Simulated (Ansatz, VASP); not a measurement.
**One calculation of WO, two programs**

File INCAR:

```
SYSTEM = WO
  ALGO = Normal
  EDIFF = 1E-6
  ENCUT = 520
  GGA = PS
  ISIF = 2
  ISMEAR = 0
  LASPH = .TRUE.
  LCHARG = .FALSE.
  LDAU = .TRUE.
  LDAUJ = 0 0
  LDAUL = 2 -1
  LDAUPRINT = 1
  LDAUTYPE = 2
  LDAUU = 4 0
  LMAXMIX = 4
  LREAL = .FALSE.
  LWAVE = .FALSE.
  NBANDS = 17
  NELM = 150
  PREC = Accurate
  SIGMA = 0.05
```

Contents of KPOINTS:

```
k-points
0
G
  16 16 16
  0 0 0
```

The input POSCAR:

```
WO
1.0
    0.0000000000      2.3234686790      2.3234686790
    2.3234686790      0.0000000000      2.3234686790
    2.3234686790      2.3234686790      0.0000000000
W O
1 1
Direct
    0.0000000000      0.0000000000      0.0000000000
    0.2500000000      0.2500000000      0.2500000000
```

Input for Ansatz:

```yaml
crystal:
  lattice:
    - [0.0, 2.323468679, 2.323468679]
    - [2.323468679, 0.0, 2.323468679]
    - [2.323468679, 2.323468679, 0.0]
  atoms:
    - { symbol: W, position: [0.0, 0.0, 0.0] }
    - { symbol: O, position: [0.25, 0.25, 0.25] }
basis:
  ecutwfc: 420
kpoints:
  mp_grid: { grid: [16, 16, 16] }
hamiltonian:
  xc: pbesol
  hubbard: { sites: [{ species: W, l: d, u_eff: 4.0 }] }
scf:
  occupations: { method: gaussian, width: 0.05 }
output:
  forces: true
  stress: true
  eigenvalues: true
```

Alike in both runs: task single point; functional PBEsol; k mesh 16 × 16 × 16; occupations gaussian, width 0.05 eV; no spin polarisation; Hubbard terms W d U = 4.0 eV.

|  | VASP | Ansatz |
| --- | --- | --- |
| version | VASP 6.6.1 | Ansatz 0.2.0 |
| potentials or method | VASP PAW PBE potentials, release 64 (W_sv, O), cutoff 520 eV | scalar-relativistic, plane waves, PAW |
| valence electrons in the cell | 20 | 20 |

Ansatz gave:

```
gap on the k mesh at the Fermi level (eV) : none
pressure (GPa)                            : 1.2
```

Q: Which values does VASP return?

A: gap on the k mesh at the Fermi level (eV): none; pressure (GPa): 8.0.

VASP's potentials were made for PBE, not for PBEsol. The programs project onto different local orbitals, so the same U acts differently, and such runs can settle in different states. A gap of «none» marks a metal or a gap that the smearing closes. Ansatz's warnings: filled band counts differ across k points.

Spin-orbit coupling is off throughout.
